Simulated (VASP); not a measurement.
# Si: single point with LDA

The system is Si.

```
Si
1.0
     0.00000    2.89661    2.60627
     2.59952    0.00000    2.60627
     2.59952    2.89661    0.00000
Si
2
Direct
  0.50000 0.50000 0.50000
  0.75000 0.75000 0.75000
```

This cell differs from its parent crystal: strain +e along x and -e along y -0.0550, strain +e along z and -e/2 along x and y -0.0350.

* Program: VASP 6.6.1
* Task: single point
* Functional: LDA
* Potentials or basis: VASP PAW LDA potentials, release 64 (Si)
* Cutoff: 520 eV
* k mesh: 12 × 12 × 12
* Occupations: gaussian, width 0.05 eV
* Spin: no spin polarisation
* Dipole correction: no
* Further INCAR settings: ALGO = Normal; EDIFF = 1e-06; NBANDS = 11

The pressure is 0.1 GPa. The band gap on the k mesh is zero (bands 4 and 5 overlap by 0.17 eV).

Stress tensor (GPa, compression positive):
```
 4.17  0.00  0.00
 0.00 -7.99  0.00
 0.00  0.00  4.02
```

Levels at points of the mesh, in eV from the Fermi level:
| k point | band 1 | band 2 | band 3 | band 4 | band 5 | band 6 | band 7 | band 8 | band 9 |
| --- | --- | --- | --- | --- | --- | --- | --- | --- | --- |
| (0.00, 0.00, 0.00) | -12.34 | -0.81 | 0.05 | 0.06 | 2.22 | 2.23 | 2.58 | 2.99 | 6.50 |
| (0.50, 0.00, 0.00) | -9.93 | -7.32 | -2.00 | -0.89 | 0.83 | 3.11 | 3.49 | 7.42 | 9.85 |
| (0.50, 0.50, 0.00) | -7.90 | -7.90 | -3.37 | -3.37 | 0.08 | 0.08 | 8.82 | 8.82 | 10.99 |
| (0.50, 0.00, 0.50) | -8.55 | -8.55 | -2.56 | -2.56 | 0.92 | 0.92 | 9.94 | 9.94 | 10.44 |
| (0.00, 0.50, 0.50) | -7.88 | -7.88 | -3.39 | -3.39 | 0.05 | 0.05 | 8.85 | 8.85 | 11.02 |

Run time: 53 s on 1 thread of Intel(R) Xeon(R) 6975P-C (Granite Rapids) (shared host), peak memory 0.2 GiB.

Caveat: the cell differs from its parent crystal (strain +e along x and -e along y -0.0550, strain +e along z and -e/2 along x and y -0.0350); semilocal functionals underestimate gaps, so a narrow gap can read as zero.
